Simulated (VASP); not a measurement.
# Cu (Pm-3m) in VASP: a series of runs

The runs below take Cu through single point, relaxation of cell and atoms, with LDA.

Program: VASP 6.6.1. These are calculated values, not measurements. Logs are shortened: lines on timing, memory, paths and dates and some standing lists are left out, and cuts for length are marked.

## Step 1: The cell of the first run

Symmetry: Pm-3m, No. 221, cubic system. The conventional cell has a = 2.416 Å, b = 2.416 Å, c = 2.416 Å, α = 90.00°, β = 90.00°, γ = 90.00°. Within 3.2 Å of Cu (site symmetry m-3m) lie 6 Cu at 2.42 Å.

## Step 2: Single point, LDA (volume scaled by 1.12)

Contents of INCAR:

```
ALGO = Normal ; EDIFF = 1E-6
ENCUT = 520 ; ISIF = 2
ISMEAR = -1 ; LASPH = T
LCHARG = F ; LREAL = F
LWAVE = F ; NBANDS = 12
NELM = 60 ; PREC = Accurate
SIGMA = 0.1
```

Contents of KPOINTS:

```
k-points
0
Gamma
  15 15 15
```

Contents of POSCAR:

```
Cu
1.0
    2.4164102724      0.0000000000      0.0000000000
    0.0000000000      2.4164102724      0.0000000000
    0.0000000000      0.0000000000      2.4164102724
Cu
1
Direct
    0.0000000000      0.0000000000      0.0000000000
```

Potentials or basis: VASP PAW LDA potentials, release 64 (Cu).

Started as:

```sh
$ cat potpaw_LDA.64/Cu/POTCAR > POTCAR
$ mpirun -np 1 vasp_std > vasp.out
```

OUTCAR:

```text
EDIFF = 1E-6
   ENCUT = 520
   ISIF = 2
   ISMEAR = -1
   LASPH = T
   LREAL = F
   NELM = 60
   PREC = Accurate

 ion  position               nearest neighbor table
   1  0.000  0.000  0.000-

  LATTYP: Found a simple cubic cell.
 ALAT       =     2.4164102724

  Lattice vectors:

 A1 = (   2.4164102724,   0.0000000000,   0.0000000000)
 A2 = (   0.0000000000,   2.4164102724,   0.0000000000)
 A3 = (   0.0000000000,   0.0000000000,   2.4164102724)

Analysis of symmetry for initial positions (statically):
=====================================================================
 Subroutine PRICEL returns:
 Original cell was already a primitive cell.

 Routine SETGRP: Setting up the symmetry group for a
 simple cubic supercell.

 Subroutine GETGRP returns: Found 48 space group operations
 (whereof 48 operations were pure point group operations)
 out of a pool of 48 trial point group operations.

The static configuration has the point symmetry O_h .

Analysis of symmetry for dynamics (positions and initial velocities):
=====================================================================
 Subroutine PRICEL returns:
 Original cell was already a primitive cell.

 Routine SETGRP: Setting up the symmetry group for a
 simple cubic supercell.

 Subroutine GETGRP returns: Found 48 space group operations
 (whereof 48 operations were pure point group operations)
 out of a pool of 48 trial point group operations.

The dynamic configuration has the point symmetry O_h .

 Subroutine INISYM returns: Found 48 space group operations
 (whereof 48 operations are pure point group operations),
 and found     1 'primitive' translations

----------------------------------------------------------------------------------------

                                     Primitive cell

  volume of cell :      14.1095

  direct lattice vectors                    reciprocal lattice vectors
     2.416410272  0.000000000  0.000000000     0.413837009  0.000000000  0.000000000
     0.000000000  2.416410272  0.000000000     0.000000000  0.413837009  0.000000000
     0.000000000  0.000000000  2.416410272     0.000000000  0.000000000  0.413837009

  length of vectors
     2.416410272  2.416410272  2.416410272     0.413837009  0.413837009  0.413837009

  position of ions in fractional coordinates (direct lattice)
     0.000000000  0.000000000  0.000000000

  ion indices of the primitive-cell ions
   primitive index   ion index
                 1           1

----------------------------------------------------------------------------------------

 KPOINTS: k-points

Automatic generation of k-mesh.
 Grid dimensions read from file:
 generate k-points for:   15   15   15

 Generating k-lattice:

  Cartesian coordinates                     Fractional coordinates (reciprocal lattice)
     0.027589134  0.000000000  0.000000000     0.066666667  0.000000000  0.000000000
     0.000000000  0.027589134  0.000000000     0.000000000  0.066666667  0.000000000
     0.000000000  0.000000000  0.027589134     0.000000000  0.000000000  0.066666667

  Length of vectors
     0.027589134  0.027589134  0.027589134

  Shift w.r.t. Gamma in fractional coordinates (k-lattice)
     0.000000000  0.000000000  0.000000000

 Subroutine IBZKPT returns following result:
 ===========================================

 Found    120 irreducible k-points:

 Following reciprocal coordinates:
            Coordinates               Weight
  0.000000  0.000000  0.000000      1.000000
  0.066667  0.000000  0.000000      6.000000
  0.133333  0.000000  0.000000      6.000000
  0.200000  0.000000  0.000000      6.000000
  0.266667  0.000000  0.000000      6.000000
  0.333333  0.000000  0.000000      6.000000
[... 16 lines left out ...]
  0.266667  0.200000  0.000000     24.000000
  0.333333  0.200000  0.000000     24.000000
 [... further k-points ...]
   k-points           NKPTS =    120   k-points in BZ     NKDIM =    120   number of bands    NBANDS=     12
   number of dos      NEDOS =    301   number of ions     NIONS =      1
   total plane-waves  NPLWV =   5832
   dimension x,y,z NGX =    18 NGY =   18 NGZ =   18
   dimension x,y,z NGXF=    36 NGYF=   36 NGZF=   36
   ions per type =               1
   NGX,Y,Z   is equivalent  to a cutoff of  12.38, 12.38, 12.38 a.u.
   NGXF,Y,Z  is equivalent  to a cutoff of  24.77, 24.77, 24.77 a.u.
 SYSTEM =  unknown system
   PREC   = accura    normal or accurate (medium, high low for compatibility)
   ISTART =      0    job   : 0-new  1-cont  2-samecut
   ICHARG =      2    charge: 1-file 2-atom 10-const
   ISPIN  =      1    spin polarized calculation?
   LNONCOLLINEAR =      F non collinear calculations
   LSORBIT =      F    spin-orbit coupling
   LASPH  =      T    aspherical Exc in radial PAW
   ENCUT  =  520.0 eV  38.22 Ry    6.18 a.u.   4.49  4.49  4.49*2*pi/ulx,y,z
   NELM   =     60;   NELMIN=  2; NELMDL= -5     # of ELM steps
   EDIFF  = 0.1E-05   stopping-criterion for ELM
   LREAL  =      F    real-space projection
   EDIFFG = 0.1E-04   stopping-criterion for IOM
   NSW    =      0    number of steps for IOM
   IBRION =     -1    ionic relax: 0-MD 1-quasi-New 2-CG
   NFREE  =      0    steps in history (QN), initial steepest desc. (CG)
   ISIF   =      2    stress and relaxation
   ISYM   =      2    0-nonsym 1-usesym 2-fastsym
   POTIM  = 0.5000    time-step for ionic-motion
   TEBEG  =    0.0;   TEEND  =   0.0 temperature during run
   PSTRESS=    0.0 pullay stress
   NELECT =      11.0000    total number of electrons
   NUPDOWN=      -1.0000    fix difference up-down
   EMIN   =  10.00;   EMAX   =-10.00  energy-range for DOS
   EFERMI =   0.00;   METHOD = LEGACY
   ISMEAR =    -1;   SIGMA  =   0.10  broadening in eV -4-tet -1-fermi 0-gaus
   EFERMI_NEDOS =   21; number of points for ismear=-14 and -15
   IALGO  =     38    algorithm
   IMIX   =      4    mixing-type and parameters
     AMIX     =   0.40;   BMIX     =  1.00
     AMIX_MAG =   1.60;   BMIX_MAG =  1.00
  volume/ion in A,a.u.               =      14.11        95.22
  Fermi-wavevector in a.u.,A,eV,Ry     =   1.506729  2.847304 30.888372  2.270231
  Thomas-Fermi vector in A             =   2.617408
   LORBIT       =      0    0 simple, 1 ext, 2 COOP (PROOUT), +10 PAW based schemes
   GGA     = CA    functional components
   LHFCALC =     F    Hartree Fock is set to
   AEXX    =    0.0000 exact exchange contribution
   IVDW    =     0    specifies the selected vdW correction
   LEPSILON=     F    determine dielectric tensor
   LRPA    =     F    only Hartree local field effects (RPA)
 non-spin polarized calculation
  energy-cutoff  :      520.00
  volume of cell :       14.11
 maximum number of plane-waves:       393
 NGX is ok and might be reduce to    18
   NGX =  9   NGY =  9   NGZ =  9

 number of electron      11.0000005 magnetization

 Free energy of the ion-electron system (eV)
  ---------------------------------------------------
  ext. energy  EPLUGINS =         0.00000000
  ---------------------------------------------------
  free energy    TOTEN  =        -4.12523086 eV

  energy without entropy =       -4.11691754  energy(sigma->0) =       -4.12107420

 E-fermi :   5.1134     XC(G=0): -12.0069

 val. band max:        5.0278321491   @ k =   0.4000   0.2667   0.0667
 cond. band min:       5.2968674449   @ k =   0.4000   0.2000   0.2000
 fundamental gap:      0.2690352958
 Fermi energy:         5.1133507386

 k-point     1 :       0.0000    0.0000    0.0000
  band No.  band energies     occupation
      1      -2.7488      2.00000
      2       1.3737      2.00000
      3       1.3737      2.00000
      4       3.8408      1.99999
      5       3.8408      1.99999
      6       3.8408      1.99999
      7      22.4803      0.00000
      8      22.4803      0.00000
      9      22.4803      0.00000
     10      25.9701      0.00000
     11      25.9701      0.00000
     12      29.7740      0.00000

 k-point     2 :       0.0667    0.0000    0.0000
  band No.  band energies     occupation
      1      -2.6291      2.00000
      2       1.3868      2.00000
      3       1.4181      2.00000
      4       3.8058      2.00000
      5       3.8058      2.00000
      6       3.8436      1.99999
      7      20.8166      0.00000
      8      22.6347      0.00000
      9      22.6347      0.00000
     10      26.0241      0.00000
     11      27.1602      0.00000
     12      30.4747      0.00000

 k-point     3 :       0.1333    0.0000    0.0000
  band No.  band energies     occupation
      1      -2.2759      2.00000
      2       1.4239      2.00000
      3       1.5487      2.00000
      4       3.7083      2.00000
      5       3.7083      2.00000
      6       3.8516      1.99999
      7      18.1584      0.00000
      8      23.0903      0.00000
      9      23.0903      0.00000
     10      26.1876      0.00000
     11      28.1130      0.00000
     12      32.8537      0.00000
[... 286 lines left out ...]
 k-point    23 :       0.2667    0.2000    0.0000
  band No.  band energies     occupation
      1      -0.0553      2.00000
      2       1.7933      2.00000
      3       2.2774      2.00000
      4       3.2762      2.00000
      5       3.4467      2.00000
      6       3.6273      2.00000
      7      13.8187      0.00000
      8      17.6871      0.00000
      9      26.1214      0.00000
     10      28.3549      0.00000
     11      29.0001      0.00000
     12      36.7057      0.00000

 k-point    24 :       0.3333    0.2000    0.0000
  band No.  band energies     occupation
      1       0.6215      2.00000
      2       1.8612      2.00000
      3       2.4205      2.00000
      4       3.3096      2.00000
      5       3.5630      2.00000
      6       3.6436      2.00000
      7      11.5538      0.00000
      8      18.6349      0.00000
      9      26.6621      0.00000
     10      27.3064      0.00000
     11      29.0488      0.00000
     12      36.0365      0.00000

 [... further k-points ...]
[... 5 lines left out ...]
  --------------------------------------------------------------------------------------
  -------------------------------------------------------------------------------------
  Total       -0.9734333     -0.9734333     -0.9734333     -0.0000000      0.0000000     -0.0000000
  in kB     -110.5362579   -110.5362579   -110.5362579     -0.0000000      0.0000000     -0.0000000
  external PRESSURE =    -110.5362579 kB  Pullay stress =       0.0000000 kB

 VOLUME and BASIS-vectors are now :
 -----------------------------------------------------------------------------
  energy-cutoff  :      520.00
  volume of cell :       14.11
      direct lattice vectors                 reciprocal lattice vectors
     2.416410272  0.000000000  0.000000000     0.413837009  0.000000000  0.000000000
     0.000000000  2.416410272  0.000000000     0.000000000  0.413837009  0.000000000
     0.000000000  0.000000000  2.416410272     0.000000000  0.000000000  0.413837009

 POSITION                                       TOTAL-FORCE (eV/Angst)
 -----------------------------------------------------------------------------------
      0.00000      0.00000      0.00000         0.000000      0.000000      0.000000
 -----------------------------------------------------------------------------------
    total drift:                                0.000000      0.000000     -0.000000

  FREE ENERGIE OF THE ION-ELECTRON SYSTEM (eV)
  ---------------------------------------------------
  free  energy   TOTEN  =        -4.1252308607 eV

  energy  without entropy=       -4.1169175446  energy(sigma->0) =       -4.12107420
```

Run time: 19 s. Hardware: 1 thread of AMD EPYC 7R13, shared host; peak memory 0.09 GiB.

What came out:

| Item | Value |
| --- | --- |
| Free energy | -4.1252 eV |
| Pressure | -11.1 GPa |

Levels at points of the mesh, in eV from the Fermi level:
```csv
k point,band 4,band 5,band 6,band 7,band 8,band 9
"(0.00, 0.00, 0.00)",-1.27,-1.27,-1.27,17.37,17.37,17.37
```

Caveat: the cell differs from its parent crystal (volume scaled by 1.12).

## Step 3: Relaxation of cell and atoms, LDA

This run uses another cell than the first one, of 12.75 Å³/atom, 0.904 times its volume.

Contents of INCAR:

```
SYSTEM = Cu
PREC     = Accurate       ! precision mode
ENCUT    = 600            ! plane-wave cutoff, eV
EDIFF    = 1E-6           ! SCF threshold, eV
ISMEAR   = -1             ! smearing method
SIGMA    = 0.1            ! smearing width, eV
LREAL    = .False.        ! projectors in reciprocal space
LASPH    = .True.         ! aspherical terms in the spheres
NELM     = 60             ! most SCF steps
ALGO     = Normal         ! electronic algorithm
ISIF     = 3              ! what is computed and relaxed
LWAVE    = .False.        ! write WAVECAR
LCHARG   = .False.        ! write CHGCAR
IBRION   = 2              ! ionic algorithm
NSW      = 80             ! ionic steps
EDIFFG   = -0.01          ! ionic threshold
```

Contents of KPOINTS:

```
Automatic mesh
0
Gamma
  13 13 13
  0 0 0
```

Contents of POSCAR:

```
Cu
1.0
    2.3364585681      0.0000000000      0.0000000000
    0.0000000000      2.3364585681      0.0000000000
    0.0000000000      0.0000000000      2.3364585681
Cu
1
Direct
    0.0000000000      0.0000000000      0.0000000000
```

Potentials or basis: VASP PAW LDA potentials, release 64 (Cu).

Started as:

```sh
$ cat potpaw_LDA.64/Cu/POTCAR > POTCAR
$ mpirun -np 1 vasp_std > vasp.out
```

Run time: 30 s. Hardware: 1 thread of AMD EPYC 7R13, shared host; peak memory 0.1 GiB.

Results (log left out):

| Item | Value |
| --- | --- |
| Free energy | -4.1797 eV |
| Relaxed volume | 12.66 Å³/atom |
| Relaxed cell | a = 2.330 Å, b = 2.330 Å, c = 2.330 Å, α = 90.00°, β = 90.00°, γ = 90.00° |
| Space group after relaxing (to 0.05 Å) | Pm-3m (No. 221) |
| Energy gained by relaxing | 0.3 meV/atom |
| Ionic steps | 3 |
| Pressure after relaxing | 0.1 GPa |

The path:
```tsv
step	energy change (eV)	largest force (eV/Å)	pressure (GPa)	volume (Å³)
1	0.0000	0.0000	-0.81	12.75
2	-0.0003	0.0000	0.27	12.64
3	-0.0003	0.0000	0.07	12.66
```

Final structure:
```
Cu
1.0
     2.33035    0.00000    0.00000
     0.00000    2.33035    0.00000
     0.00000    0.00000    2.33035
Cu
1
Direct
  0.00000 0.00000 0.00000
```

Levels at points of the mesh, in eV from the Fermi level:
```csv
k point,band 3,band 4,band 5,band 6,band 7,band 8,band 9
"(0.00, 0.00, 0.00)",-4.21,-1.31,-1.31,-1.31,18.56,18.56,18.56
```

## Step 4: Single point, LDA

This run uses another cell than the first one, of 12.60 Å³/atom, 0.893 times its volume.

Contents of INCAR:

```
SYSTEM = Cu
PREC     = Accurate       ! precision mode
ENCUT    = 520            ! plane-wave cutoff, eV
EDIFF    = 1E-7           ! SCF threshold, eV
ISMEAR   = -1             ! smearing method
SIGMA    = 0.1            ! smearing width, eV
LREAL    = .False.        ! projectors in reciprocal space
LASPH    = .True.         ! aspherical terms in the spheres
NELM     = 100            ! most SCF steps
ALGO     = Normal         ! electronic algorithm
ISIF     = 2              ! what is computed and relaxed
LWAVE    = .False.        ! write WAVECAR
LCHARG   = .True.         ! write CHGCAR
LELF     = .True.         ! ELF
LVHAR    = .True.       
NBANDS   = 12             ! bands
```

Contents of KPOINTS:

```
regular mesh
0
Gamma
  22 22 22
  0 0 0
```

Contents of POSCAR:

```
Cu
1.0
    2.3268300599      0.0000000000      0.0000000000
    0.0000000000      2.3268300599      0.0000000000
    0.0000000000      0.0000000000      2.3268300599
Cu
1
Direct
    0.0000000000      0.0000000000      0.0000000000
```

Started as:

```sh
$ cat potpaw_LDA.64/Cu/POTCAR > POTCAR
$ mpirun -np 1 vasp_std > vasp.out
```

It took 69 s on 1 thread of AMD EPYC 7R13, shared host; peak memory 0.13 GiB.

It converged, with:

- Free energy: -4.1815 eV
- Pressure: 0.7 GPa

Levels at points of the mesh, in eV from the Fermi level:
| k point | band 2 | band 3 | band 4 | band 5 | band 6 | band 7 | band 8 | band 9 |
| --- | --- | --- | --- | --- | --- | --- | --- | --- |
| (0.00, 0.00, 0.00) | -4.25 | -4.25 | -1.33 | -1.33 | -1.33 | 18.60 | 18.60 | 18.60 |
| (0.50, 0.00, 0.00) | -3.88 | -2.23 | -2.23 | -1.56 | -1.25 | 2.35 | 24.39 | 25.57 |
| (0.50, 0.50, 0.00) | -3.59 | -2.05 | -2.05 | -0.73 | 4.45 | 4.45 | 9.69 | 10.60 |
| (0.50, 0.50, 0.50) | -3.86 | -3.86 | -0.68 | -0.68 | 10.68 | 10.68 | 10.68 | 13.86 |

## Step 5: Single point, LDA (volume scaled by 1.12)

Contents of INCAR:

```
ALGO = Normal ; EDIFF = 1E-6
ENCUT = 700 ; GGA_COMPAT = F
ISIF = 2 ; ISMEAR = -1
LASPH = T ; LCHARG = F
LREAL = F ; LWAVE = F
NBANDS = 16 ; NELM = 120
PREC = Accurate ; SIGMA = 0.1
```

Contents of KPOINTS:

```
k-points
0
Gamma
  15 15 15
```

Contents of POSCAR:

```
Cu
1.0
    2.4164102724      0.0000000000      0.0000000000
    0.0000000000      2.4164102724      0.0000000000
    0.0000000000      0.0000000000      2.4164102724
Cu
1
Direct
    0.0000000000      0.0000000000      0.0000000000
```

Potentials or basis: VASP PAW LDA potentials, release 64 (Cu_sv_GW).

Started as:

```sh
$ cat potpaw_LDA.64/Cu_sv_GW/POTCAR > POTCAR
$ mpirun -np 1 vasp_std > vasp.out
```

It took 13 s on 1 thread of Intel Xeon 6975P-C (Granite Rapids), shared host; peak memory 0.17 GiB.

The run converged. Its results:

```
Free energy : -4.2649 eV
Pressure    : -15.8 GPa
```

Levels at points of the mesh, in eV from the Fermi level:
| k point | band 7 | band 8 | band 9 | band 10 | band 11 | band 12 | band 13 | band 14 |
| --- | --- | --- | --- | --- | --- | --- | --- | --- |
| (0.00, 0.00, 0.00) | -3.72 | -1.23 | -1.23 | -1.23 | 17.35 | 17.35 | 17.35 | 20.85 |

Caveat: the cell differs from its parent crystal (volume scaled by 1.12).

## Step 6: Overview

| task | potentials or basis | cell | k mesh | cutoff (eV) | second run | gap on the mesh (eV) | pressure (GPa) |
| --- | --- | --- | --- | --- | --- | --- | --- |
| single point | VASP PAW LDA potentials, release 64 (Cu) | a = 2.416 Å, 1 atom | 15 × 15 × 15 | 520 | - | none | -11.1 |
| relaxation of cell and atoms | VASP PAW LDA potentials, release 64 (Cu) | relaxed from a = 2.336 Å, 1 atom | 13 × 13 × 13 | 600 | - | none | 0.1 |
| single point | VASP PAW LDA potentials, release 64 (Cu) | a = 2.327 Å, 1 atom | 22 × 22 × 22 | 520 | - | none | 0.7 |
| single point | VASP PAW LDA potentials, release 64 (Cu_sv_GW) | a = 2.416 Å, 1 atom | 15 × 15 × 15 | 700 | valence_matched | none | -15.8 |

Alike in all rows: level LDA; no spin polarisation; smearing fermi-dirac 0.1 eV.

Total energies depend on the potentials used, so only differences within one code and one set of settings carry meaning.
